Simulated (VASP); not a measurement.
Write the native input for VASP 6.6.1 that does the following.

| Property | Result |
| --- | --- |
| Task | single point |
| Functional | LDA |
| Potentials or basis | VASP PAW LDA potentials, release 64 (Ta_pv, N) |
| Cutoff | 520 eV |
| k mesh | 5 × 5 × 8 |
| Occupations | fermi-dirac, width 0.1 eV |
| Spin | no spin polarisation |
| Dipole correction | no |
| Further INCAR settings | ALGO = Normal; EDIFF = 1e-06; NBANDS = 33 |

The structure of TaN lies in POSCAR:

```
TaN
1.0
    5.3310210114      0.0000000000      0.0000000000
   -2.6655105057      4.6167996259      0.0000000000
    0.0000000000      0.0000000000      2.9866439885
Ta N
3 3
Direct
    0.3333333333      0.6666666667      0.5000000000
    0.6666666667      0.3333333333      0.5000000000
    0.0000000000      0.0000000000      0.0000000000
    0.3928500000      0.0000000000      0.0000000000
    0.6071500000      0.6071500000      0.0000000000
    0.0000000000      0.3928500000      0.0000000000
```

The input as run:

INCAR

```
SYSTEM = TaN
ALGO     = Normal         ! electronic algorithm
EDIFF    = 1E-6           ! SCF threshold, eV
ENCUT    = 520            ! plane-wave cutoff, eV
ISIF     = 2              ! what is computed and relaxed
ISMEAR   = -1             ! smearing method
LASPH    = .True.         ! aspherical terms in the spheres
LCHARG   = .False.        ! write CHGCAR
LREAL    = .False.        ! projectors in reciprocal space
LWAVE    = .False.        ! write WAVECAR
NBANDS   = 33             ! bands
NELM     = 100            ! most SCF steps
PREC     = Accurate       ! precision mode
SIGMA    = 0.1            ! smearing width, eV
```

KPOINTS

```
k-points
0
Gamma
  5 5 8
  0 0 0
```

Potentials or basis: VASP PAW LDA potentials, release 64 (Ta_pv, N).

Command:

```sh
$ cat potpaw_LDA.64/Ta_pv/POTCAR potpaw_LDA.64/N/POTCAR > POTCAR
$ mpirun -np 1 vasp_std > vasp.out
```

It gave:

The pressure is -28.7 GPa, the largest force is 0.358 eV/Å and the band gap on the k mesh is zero (band 24 reaches 9.03 eV, above the bottom of band 25 at 6.21 eV).

Caveat: spin-orbit coupling is left out, which moves the levels of the heavy elements.

It took 62 s on 1 thread of Intel(R) Xeon(R) Platinum 8259CL CPU @ 2.50GHz (Skylake/Cascade Lake), on a shared host, peak memory 0.18 GiB.
